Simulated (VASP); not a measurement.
Wanted: the native input for a VASP 6.6.1 run.

```yaml
Task: density of states
Functional: PBE
Potentials_or_basis: VASP PAW PBE potentials, release 64 (Sn_d, Se)
Cutoff: 520 eV
k_mesh: 8 × 8 × 4
Occupations: gaussian, width 0.02 eV
Spin: no spin polarisation
Dipole_correction: no
k_mesh_for_the_DOS: 12 × 12 × 6
Occupations_for_the_DOS: tetrahedron
Further_INCAR_settings: ALGO = Normal; EDIFF = 1e-07
```

SnSe2:

```
CELL_PARAMETERS angstrom
3.87030 0.00359 -0.00228
1.93289 3.35359 0.02520
1.87075 0.68391 7.39908
ATOMIC_POSITIONS crystal
Sn 0.00000 0.00000 0.00000
Se 0.74677 0.71406 0.78441
Se 0.25323 0.28594 0.21559
```

The input as run:

POSCAR

```
SnSe2
1.0
    3.8703039189      0.0035941564     -0.0022797348
    1.9328939159      3.3535872890      0.0251997410
    1.8707508438      0.6839121723      7.3990847698
Sn Se
1 2
Direct
    0.0000000000      0.0000000000      0.0000000000
    0.7467673591      0.7140581742      0.7844069939
    0.2532326409      0.2859418258      0.2155930061
```

INCAR.step1

```
SYSTEM = SnSe2
  ALGO = Normal
  EDIFF = 1E-7
  ENCUT = 520
  GGA = PE
  ISIF = 2
  ISMEAR = 0
  LASPH = .TRUE.
  LCHARG = .TRUE.
  LREAL = .FALSE.
  LWAVE = .FALSE.
  NBANDS = 20
  NELM = 100
  PREC = Accurate
  SIGMA = 0.02
```

KPOINTS.step1

```
k-points
0
G
  8 8 4
  0 0 0
```

INCAR.step2

```
SYSTEM = SnSe2
  ALGO = Normal
  EDIFF = 1E-7
  ENCUT = 520
  GGA = PE
  ICHARG = 11
  ISIF = 2
  ISMEAR = -5
  LASPH = .TRUE.
  LCHARG = .FALSE.
  LORBIT = 11
  LREAL = .FALSE.
  LWAVE = .FALSE.
  NEDOS = 2001
  NELM = 100
  PREC = Accurate
  SIGMA = 0.02
```

KPOINTS.step2

```
k-points
0
G
  12 12 6
  0 0 0
```

Potentials or basis: VASP PAW PBE potentials, release 64 (Sn_d, Se).

Run with:

```console
$ cat potpaw_PBE.64/Sn_d/POTCAR potpaw_PBE.64/Se/POTCAR > POTCAR
$ cp INCAR.step1 INCAR
$ cp KPOINTS.step1 KPOINTS
$ mpirun -np 1 vasp_std > vasp.out
$ cp INCAR.step2 INCAR
$ cp KPOINTS.step2 KPOINTS
$ mpirun -np 1 vasp_std > vasp.out
```

Results of the run:

The valence electrons inside the program's atomic spheres are Sn 12.13; Se 3.80.

Caveat: spin-orbit coupling is left out, which moves the levels of the heavy elements.

Wall time 19 min on 1 thread of Oxide Virtual Turin-like Processor, on a shared host, peak memory 0.75 GiB.
